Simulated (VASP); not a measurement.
# Mg (Cm) in VASP: single point with PBE

Aim: the single point of Mg with PBE.

All numbers are computed with VASP 6.6.1; they aren't measurements. Logs are shortened: lines on timing, memory, paths and dates and some standing lists are left out, and cuts for length are marked.

## 1. The cell of the first run

It takes space group Cm (No. 8, monoclinic). The conventional cell has a = 5.636 Å, b = 3.202 Å, c = 7.702 Å, α = 90.00°, β = 107.98°, γ = 90.00°. Within 3.9 Å of Mg (site symmetry m) lie 12 Mg at 2.98 to 3.24 Å. Mg (site symmetry m) has 12 Mg at 2.98 to 3.24 Å within 3.9 Å. Mg (site symmetry m) has 12 Mg at 2.98 to 3.24 Å within 3.9 Å.

## 2. Single point, PBE (strained and its atoms moved)

INCAR

```
SYSTEM = Mg
  PREC = Accurate
  ENCUT = 520
  EDIFF = 1E-6
  ISMEAR = 0
  SIGMA = 0.1
  LREAL = .FALSE.
  LASPH = .TRUE.
  NELM = 100
  ALGO = Fast
  ISIF = 2
  LWAVE = .FALSE.
  LCHARG = .FALSE.
  GGA = PE
  NBANDS = 10
```

KPOINTS

```
regular mesh
0
G
  14 14 14
  0 0 0
```

POSCAR

```
Mg
1.0
    1.6008489091      0.6806518457      7.3072370268
   -1.6008489091      0.6806518457      7.3072370268
    0.0000000000     -2.1356033554      7.3997062197
Mg
3
Direct
   -0.0047682833     -0.0047682833      0.0059537284
    0.2221761075      0.2221761075      0.2252797927
    0.7825921758      0.7825921758      0.7687664789
```

Potentials or basis: VASP PAW PBE potentials, release 64 (Mg).

On the command line:

```
$ cat potpaw_PBE.64/Mg/POTCAR > POTCAR
$ mpirun -np 1 vasp_std > vasp.out
```

OUTCAR:

```text
SYSTEM = Mg
   PREC = Accurate
   ENCUT = 520
   EDIFF = 1E-6
   ISMEAR = 0
   LREAL = .FALSE.
   LASPH = .TRUE.
   NELM = 100
   ISIF = 2
   GGA = PE

 ion  position               nearest neighbor table
   1  0.995  0.995  0.006-   2 2.98   2 2.98   3 3.06   3 3.06   2 3.16   3 3.18
   2  0.222  0.222  0.225-   3 2.98   1 2.98   1 2.98   3 3.15   3 3.15   1 3.16
   3  0.783  0.783  0.769-   2 2.98   1 3.06   1 3.06   2 3.15   2 3.15   1 3.18

  LATTYP: Found a base centered monoclinic cell.
 ALAT       =     5.6355457267
 B/A-ratio  =     0.5681256037
 C/A-ratio  =     1.3666320820
 COS(beta)  =    -0.3086694476

  Lattice vectors:

 A1 = (   1.6008489091,   2.8162552011,  -0.0924691929)
 A2 = (  -1.6008489091,   2.8162552011,  -0.0924691929)
 A3 = (   0.0000000000,  -2.1356033554,   7.3997062197)

Analysis of symmetry for initial positions (statically):
=====================================================================
 Subroutine PRICEL returns:
 Original cell was already a primitive cell.

 Routine SETGRP: Setting up the symmetry group for a
 base centered monoclinic supercell.

 Subroutine GETGRP returns: Found  2 space group operations
 (whereof  2 operations were pure point group operations)
 out of a pool of  4 trial point group operations.

The static configuration has the point symmetry C_1h.

Analysis of symmetry for dynamics (positions and initial velocities):
=====================================================================
 Subroutine PRICEL returns:
 Original cell was already a primitive cell.

 Routine SETGRP: Setting up the symmetry group for a
 base centered monoclinic supercell.

 Subroutine GETGRP returns: Found  2 space group operations
 (whereof  2 operations were pure point group operations)
 out of a pool of  4 trial point group operations.

The dynamic configuration has the point symmetry C_1h.

 Subroutine INISYM returns: Found  2 space group operations
 (whereof  2 operations are pure point group operations),
 and found     1 'primitive' translations

----------------------------------------------------------------------------------------

                                     Primitive cell

  volume of cell :      66.0894

  direct lattice vectors                    reciprocal lattice vectors
     1.600848909  0.680651846  7.307237027     0.312334285  0.179239223  0.051729606
    -1.600848909  0.680651846  7.307237027    -0.312334285  0.179239223  0.051729606
     0.000000000 -2.135603355  7.399706220     0.000000000 -0.353998781  0.032974149

  length of vectors
     7.511439085  7.511439085  7.701717590     0.363806758  0.363806758  0.355531196

  position of ions in fractional coordinates (direct lattice)
     0.995231717  0.995231717  0.005953728
     0.222176107  0.222176107  0.225279793
     0.782592176  0.782592176  0.768766479

  ion indices of the primitive-cell ions
   primitive index   ion index
                 1           1
                 2           2
                 3           3

----------------------------------------------------------------------------------------

 KPOINTS: regular mesh

Automatic generation of k-mesh.
 Grid dimensions read from file:
 generate k-points for:   14   14   14

 Generating k-lattice:

  Cartesian coordinates                     Fractional coordinates (reciprocal lattice)
     0.022309592  0.012802802  0.003694972     0.071428571  0.000000000  0.000000000
    -0.022309592  0.012802802  0.003694972     0.000000000  0.071428571  0.000000000
     0.000000000 -0.025285627  0.002355296     0.000000000  0.000000000  0.071428571

  Length of vectors
     0.025986197  0.025986197  0.025395085

  Shift w.r.t. Gamma in fractional coordinates (k-lattice)
     0.000000000  0.000000000  0.000000000

 Subroutine IBZKPT returns following result:
 ===========================================

 Found    744 irreducible k-points:

 Following reciprocal coordinates:
            Coordinates               Weight
  0.000000  0.000000  0.000000      1.000000
  0.071429  0.000000  0.000000      4.000000
  0.142857  0.000000  0.000000      4.000000
  0.214286 -0.000000  0.000000      4.000000
  0.285714 -0.000000  0.000000      4.000000
  0.357143 -0.000000  0.000000      4.000000
[... 16 lines left out ...]
  0.214286  0.142857  0.000000      4.000000
  0.285714  0.142857  0.000000      4.000000
 [... further k-points ...]
   k-points           NKPTS =    744   k-points in BZ     NKDIM =    744   number of bands    NBANDS=     10
   number of dos      NEDOS =    301   number of ions     NIONS =      3
   total plane-waves  NPLWV = 188160
   dimension x,y,z NGX =    56 NGY =   56 NGZ =   60
   dimension x,y,z NGXF=   112 NGYF=  112 NGZF=  120
   ions per type =               3
   NGX,Y,Z   is equivalent  to a cutoff of  12.39, 12.39, 12.95 a.u.
   NGXF,Y,Z  is equivalent  to a cutoff of  24.79, 24.79, 25.90 a.u.
 SYSTEM =  Mg
   PREC   = accura    normal or accurate (medium, high low for compatibility)
   ISTART =      0    job   : 0-new  1-cont  2-samecut
   ICHARG =      2    charge: 1-file 2-atom 10-const
   ISPIN  =      1    spin polarized calculation?
   LNONCOLLINEAR =      F non collinear calculations
   LSORBIT =      F    spin-orbit coupling
   LASPH  =      T    aspherical Exc in radial PAW
   ENCUT  =  520.0 eV  38.22 Ry    6.18 a.u.  13.97 13.97 14.32*2*pi/ulx,y,z
   NELM   =    100;   NELMIN=  2; NELMDL= -5     # of ELM steps
   EDIFF  = 0.1E-05   stopping-criterion for ELM
   LREAL  =      F    real-space projection
   EDIFFG = 0.1E-04   stopping-criterion for IOM
   NSW    =      0    number of steps for IOM
   IBRION =     -1    ionic relax: 0-MD 1-quasi-New 2-CG
   NFREE  =      0    steps in history (QN), initial steepest desc. (CG)
   ISIF   =      2    stress and relaxation
   ISYM   =      2    0-nonsym 1-usesym 2-fastsym
   POTIM  = 0.5000    time-step for ionic-motion
   TEBEG  =    0.0;   TEEND  =   0.0 temperature during run
   PSTRESS=    0.0 pullay stress
   NELECT =       6.0000    total number of electrons
   NUPDOWN=      -1.0000    fix difference up-down
   EMIN   =  10.00;   EMAX   =-10.00  energy-range for DOS
   EFERMI =   0.00;   METHOD = LEGACY
   ISMEAR =     0;   SIGMA  =   0.10  broadening in eV -4-tet -1-fermi 0-gaus
   EFERMI_NEDOS =   21; number of points for ismear=-14 and -15
   IALGO  =     68    algorithm
   IMIX   =      4    mixing-type and parameters
     AMIX     =   0.40;   BMIX     =  1.00
     AMIX_MAG =   1.60;   BMIX_MAG =  1.00
  volume/ion in A,a.u.               =      22.03       148.66
  Fermi-wavevector in a.u.,A,eV,Ry     =   0.735780  1.390423  7.365817  0.541372
  Thomas-Fermi vector in A             =   1.829060
   LORBIT       =      0    0 simple, 1 ext, 2 COOP (PROOUT), +10 PAW based schemes
   GGA     = PE    functional components
   LHFCALC =     F    Hartree Fock is set to
   AEXX    =    0.0000 exact exchange contribution
   IVDW    =     0    specifies the selected vdW correction
   LEPSILON=     F    determine dielectric tensor
   LRPA    =     F    only Hartree local field effects (RPA)
 non-spin polarized calculation
 RMM-DIIS sequential band-by-band and
 Gauss-broadening in eV      SIGMA  =   0.10
  energy-cutoff  :      520.00
  volume of cell :       66.09
 maximum number of plane-waves:      1804
   NGX = 27   NGY = 27   NGZ = 29

 number of electron       6.0000000 magnetization

 Free energy of the ion-electron system (eV)
  ---------------------------------------------------
  ext. energy  EPLUGINS =         0.00000000
  ---------------------------------------------------
  free energy    TOTEN  =        -4.43236025 eV

  energy without entropy =       -4.42591717  energy(sigma->0) =       -4.42913871

 E-fermi :   2.8669     XC(G=0):  -8.6169

 val. band max:        2.8633279070   @ k =  -0.4286  -0.4286   0.2857
 cond. band min:       2.8677958850   @ k =   0.5000   0.1429   0.5000
 fundamental gap:      0.0044679780
 Fermi energy:         2.8668949556

 k-point     1 :       0.0000    0.0000    0.0000
  band No.  band energies     occupation
      1      -4.2612      2.00000
      2      -1.5208      2.00000
      3      -1.4617      2.00000
      4       6.4496      0.00000
      5       6.4818      0.00000
      6      13.2220      0.00000
      7      13.2743      0.00000
      8      13.7638      0.00000
      9      13.8875      0.00000
     10      13.9713      0.00000

 k-point     2 :       0.0714    0.0000    0.0000
  band No.  band energies     occupation
      1      -4.1593      2.00000
      2      -1.5589      2.00000
      3      -1.2266      2.00000
      4       6.2472      0.00000
      5       6.8480      0.00000
      6      11.8757      0.00000
      7      12.2643      0.00000
      8      12.4268      0.00000
      9      13.1756      0.00000
     10      13.5012      0.00000

 k-point     3 :       0.1429    0.0000    0.0000
  band No.  band energies     occupation
      1      -3.8543      2.00000
      2      -1.4251      2.00000
      3      -0.7711      2.00000
      4       6.1883      0.00000
      5       7.3684      0.00000
      6       9.7300      0.00000
      7      10.3988      0.00000
      8      11.4268      0.00000
      9      12.1939      0.00000
     10      12.4752      0.00000
[... 248 lines left out ...]
 k-point    23 :       0.2143    0.1429    0.0000
  band No.  band energies     occupation
      1      -3.5190      2.00000
      2      -1.5887      2.00000
      3       0.0326      2.00000
      4       5.5795      0.00000
      5       7.8652      0.00000
      6       8.9403      0.00000
      7       9.3142      0.00000
      8       9.9203      0.00000
      9      11.2864      0.00000
     10      12.2169      0.00000

 k-point    24 :       0.2857    0.1429    0.0000
  band No.  band energies     occupation
      1      -3.0043      2.00000
      2      -1.2484      2.00000
      3       0.6815      2.00000
      4       5.6682      0.00000
      5       7.3702      0.00000
      6       7.7307      0.00000
      7       8.2688      0.00000
      8       9.0405      0.00000
      9      10.1740      0.00000
     10      11.3334      0.00000

 [... further k-points ...]

------------------------ aborting loop because EDIFF is reached ----------------------------------------

  FORCE on cell =-STRESS in cart. coord.  units (eV):
  Direction    XX          YY          ZZ          XY          YZ          ZX
  --------------------------------------------------------------------------------------
  -------------------------------------------------------------------------------------
  Total        0.2236756      0.1770676      1.9677035      0.0000000      0.7150450      0.0000000
  in kB        5.4224738      4.2925743     47.7022070      0.0000000     17.3345349      0.0000000
  external PRESSURE =      19.1390850 kB  Pullay stress =       0.0000000 kB

 VOLUME and BASIS-vectors are now :
 -----------------------------------------------------------------------------
  energy-cutoff  :      520.00
  volume of cell :       66.09
      direct lattice vectors                 reciprocal lattice vectors
     1.600848909  0.680651846  7.307237027     0.312334285  0.179239223  0.051729606
    -1.600848909  0.680651846  7.307237027    -0.312334285  0.179239223  0.051729606
     0.000000000 -2.135603355  7.399706220     0.000000000 -0.353998781  0.032974149

 POSITION                                       TOTAL-FORCE (eV/Angst)
 -----------------------------------------------------------------------------------
      0.00000      1.34210     14.58884         0.000000      0.040530      0.174899
      0.00000     -0.17866      4.91399         0.000000      0.015157     -0.163060
      0.00000     -0.57643     17.12582         0.000000     -0.055687     -0.011839
 -----------------------------------------------------------------------------------
    total drift:                                0.000000     -0.000002      0.000000

  FREE ENERGIE OF THE ION-ELECTRON SYSTEM (eV)
  ---------------------------------------------------
  free  energy   TOTEN  =        -4.4323602498 eV

  energy  without entropy=       -4.4259171669  energy(sigma->0) =       -4.42913871
```

Run time: 22 min. Hardware: 1 thread of Intel Xeon Platinum 8259CL at 2.50GHz (Skylake/Cascade Lake), shared host; peak memory 0.75 GiB.

Results:

```
Free energy            : -4.4324 eV
Pressure               : 1.9 GPa
Largest force          : 0.180 eV/Å
Band gap on the k mesh : zero (bands 3 and 4 overlap by 2.45 eV)
```

Forces on the atoms (eV/Å):
```
Mg   0.000  0.041  0.175
Mg   0.000  0.015 -0.163
Mg   0.000 -0.056 -0.012
```

Caveat: the cell differs from its parent crystal (strained and its atoms moved).
